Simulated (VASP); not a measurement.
# Li2ZnO2 (P-3m1) in VASP: notebook, part 2 of 2

VASP 6.6.1. The steps go on from the part before.

## 3. Single point, PBE

This run uses another cell than the first one, of 10.45 Å³/atom, 1.166 times its volume.

Contents of INCAR:

```
SYSTEM = Li2ZnO2
ALGO     = Normal         ! electronic algorithm
EDIFF    = 1E-6           ! SCF threshold, eV
ENCUT    = 520            ! plane-wave cutoff, eV
GGA      = PE             ! functional
ISIF     = 2              ! what is computed and relaxed
ISMEAR   = 0              ! smearing method
LASPH    = .True.         ! aspherical terms in the spheres
LCHARG   = .False.        ! write CHGCAR
LREAL    = .False.        ! projectors in reciprocal space
LWAVE    = .False.        ! write WAVECAR
NBANDS   = 23             ! bands
NELM     = 60             ! most SCF steps
PREC     = Accurate       ! precision mode
SIGMA    = 0.1            ! smearing width, eV
```

Contents of KPOINTS:

```
k-points
0
Gamma
  6 6 4
  0 0 0
```

Contents of POSCAR:

```
Li2ZnO2
1.0
    3.2486724700      0.0000000000      0.0000000000
   -1.6243362400      2.8134328900      0.0000000000
    0.0000000000      0.0000000000      5.7148955400
Li Zn O
2 1 2
Direct
    0.6666666700      0.3333333300      0.7115232900
    0.3333333300      0.6666666700      0.2884767100
    0.0000000000      0.0000000000      0.0000000000
    0.6666666700      0.3333333300      0.3743899500
    0.3333333300      0.6666666700      0.6256100500
```

Potentials or basis: VASP PAW PBE potentials, release 64 (Li_sv, Zn, O).

Run with:

```sh
cat potpaw_PBE.64/Li_sv/POTCAR potpaw_PBE.64/Zn/POTCAR potpaw_PBE.64/O/POTCAR > POTCAR
mpirun -np 1 vasp_std > vasp.out
```

OUTCAR:

```text
SYSTEM = Li2ZnO2
   EDIFF = 1E-6
   ENCUT = 520
   GGA = PE
   ISIF = 2
   ISMEAR = 0
   LASPH = .True.
   LREAL = .False.
   NELM = 60
   PREC = Accurate

 ion  position               nearest neighbor table
   1  0.667  0.333  0.712-   4 1.93   5 1.94   5 1.94   5 1.94   3 2.50   3 2.50   3 2.50
   2  0.333  0.667  0.288-   5 1.93   4 1.94   4 1.94   4 1.94   3 2.50   3 2.50   3 2.50
   3  0.000  0.000  0.000-   1 2.50   2 2.50   1 2.50   2 2.50   1 2.50   2 2.50
   4  0.667  0.333  0.374-   1 1.93   2 1.94   2 1.94   2 1.94
   5  0.333  0.667  0.626-   2 1.93   1 1.94   1 1.94   1 1.94

  LATTYP: Found a hexagonal cell.
 ALAT       =     3.2486724700
 C/A-ratio  =     1.7591479574

  Lattice vectors:

 A1 = (   3.2486724700,   0.0000000000,   0.0000000000)
 A2 = (  -1.6243362400,   2.8134328900,   0.0000000000)
 A3 = (   0.0000000000,   0.0000000000,   5.7148955400)

Analysis of symmetry for initial positions (statically):
=====================================================================
 Subroutine PRICEL returns:
 Original cell was already a primitive cell.

 Routine SETGRP: Setting up the symmetry group for a
 hexagonal supercell.
[... 173 lines left out ...]

 val. band max:        1.2934537360   @ k =   0.0000   0.0000   0.2500
 cond. band min:       1.3359870030   @ k =   0.3333   0.0000   0.5000
 fundamental gap:      0.0425332670
 Fermi energy:         1.3053908187

 k-point     1 :       0.0000    0.0000    0.0000
  band No.  band energies     occupation
      1     -41.8041      2.00000
      2     -41.7851      2.00000
      3     -15.7814      2.00000
      4     -13.9419      2.00000
      5      -5.8018      2.00000
      6      -5.6107      2.00000
[... 613 lines left out ...]
     22      15.2346      0.00000
     23      16.1265      0.00000

------------------------ aborting loop because EDIFF is reached ----------------------------------------

  FORCE on cell =-STRESS in cart. coord.  units (eV):
  Direction    XX          YY          ZZ          XY          YZ          ZX
  --------------------------------------------------------------------------------------
  -------------------------------------------------------------------------------------
  Total        1.5901829      1.5901829     -1.3450387     -0.0000000      0.0000000      0.0000000
  in kB       48.7760782     48.7760782    -41.2567096     -0.0000001      0.0000000      0.0000000
  external PRESSURE =      18.7651489 kB  Pullay stress =       0.0000000 kB

 VOLUME and BASIS-vectors are now :
 -----------------------------------------------------------------------------
  energy-cutoff  :      520.00
  volume of cell :       52.23
      direct lattice vectors                 reciprocal lattice vectors
     3.248672470  0.000000000  0.000000000     0.307818042  0.177718830  0.000000000
    -1.624336240  2.813432890  0.000000000     0.000000000  0.355437659  0.000000000
     0.000000000  0.000000000  5.714895540     0.000000000  0.000000000  0.174981326

 POSITION                                       TOTAL-FORCE (eV/Angst)
 -----------------------------------------------------------------------------------
      1.62434      0.93781      4.06628        -0.000000      0.000000     -1.964035
     -0.00000      1.87562      1.64861         0.000000      0.000000      1.964035
      0.00000      0.00000      0.00000        -0.000000      0.000000      0.000000
      1.62434      0.93781      2.13960        -0.000000      0.000000     -3.947312
     -0.00000      1.87562      3.57530         0.000000     -0.000000      3.947312
 -----------------------------------------------------------------------------------
    total drift:                                0.000000     -0.000000      0.000000

  FREE ENERGIE OF THE ION-ELECTRON SYSTEM (eV)
  ---------------------------------------------------
  free  energy   TOTEN  =       -17.2945620794 eV

  energy  without entropy=      -17.2759778479  energy(sigma->0) =      -17.28526996
```

OSZICAR:

```text
N       E                     dE             d eps       ncg     rms          rms(c)
DAV:   1     0.236602945156E+03    0.23660E+03   -0.15082E+04  1104   0.164E+03
DAV:   2     0.247900336016E+01   -0.23412E+03   -0.21460E+03  1213   0.384E+02
DAV:   3    -0.218250239986E+02   -0.24304E+02   -0.24018E+02  1477   0.114E+02
DAV:   4    -0.244504134315E+02   -0.26254E+01   -0.26163E+01  1873   0.234E+01
DAV:   5    -0.244709421874E+02   -0.20529E-01   -0.20528E-01  1349   0.288E+00    0.136E+01
DAV:   6    -0.200158667926E+02    0.44551E+01   -0.75343E+01  1811   0.995E+01    0.128E+01
DAV:   7    -0.174082953825E+02    0.26076E+01   -0.92715E+00  1414   0.218E+01    0.267E+00
DAV:   8    -0.173363319815E+02    0.71963E-01   -0.75190E-01  1196   0.529E+00    0.147E+00
DAV:   9    -0.172962551955E+02    0.40077E-01   -0.19781E-01  1488   0.261E+00    0.438E-01
DAV:  10    -0.172947355051E+02    0.15197E-02   -0.13186E-02  1307   0.720E-01    0.188E-01
DAV:  11    -0.172945304539E+02    0.20505E-03   -0.24761E-03  1511   0.249E-01    0.819E-02
DAV:  12    -0.172945651586E+02   -0.34705E-04   -0.24176E-04  1175   0.118E-01    0.407E-02
DAV:  13    -0.172945598085E+02    0.53501E-05   -0.83901E-05  1321   0.600E-02    0.629E-03
DAV:  14    -0.172945628978E+02   -0.30893E-05   -0.75503E-06  1355   0.164E-02    0.492E-03
DAV:  15    -0.172945620794E+02    0.81845E-06   -0.12575E-06  1009   0.693E-03
   1 F= -.17294562E+02 E0= -.17285270E+02  d E =-.185842E-01
```

stdout:

```text
POSCAR found type information on POSCAR LiZnO
 POSCAR found :  3 types and       5 ions
 scaLAPACK will be used
 LDA part: xc-table for (Slater+PW92), standard interpolation
 POSCAR, INCAR and KPOINTS ok, starting setup
 FFT: planning ... GRIDC
 FFT: planning ... GRID_SOFT
 FFT: planning ... GRID
 WAVECAR not read
 entering main loop
```

Run time: 30 s. Hardware: 1 thread of Oxide Virtual Turin-like, shared host; peak memory 0.15 GiB.

Results:

```yaml
Free_energy: -17.2946 eV
Largest_force: 3.947 eV/Å
Band_gap_on_the_k_mesh: zero (band 15 reaches 1.28 eV, above the bottom of band 16 at 1.20 eV)
```

Forces in eV/Å, atoms in the order of the input:
```
Li   0.000  0.000 -1.964
Li   0.000  0.000  1.964
Zn   0.000  0.000  0.000
O    0.000  0.000 -3.947
O    0.000  0.000  3.947
```

Caveat: the k points lie up to 0.37 Å⁻¹ apart; the cutoff is under 1.25 times the usual one of these potentials, so pressure, stress and relaxed cells hold a basis-set (Pulay) error; forces of over 1 eV/Å act on the atoms, so gaps and moduli don't describe the material at rest.
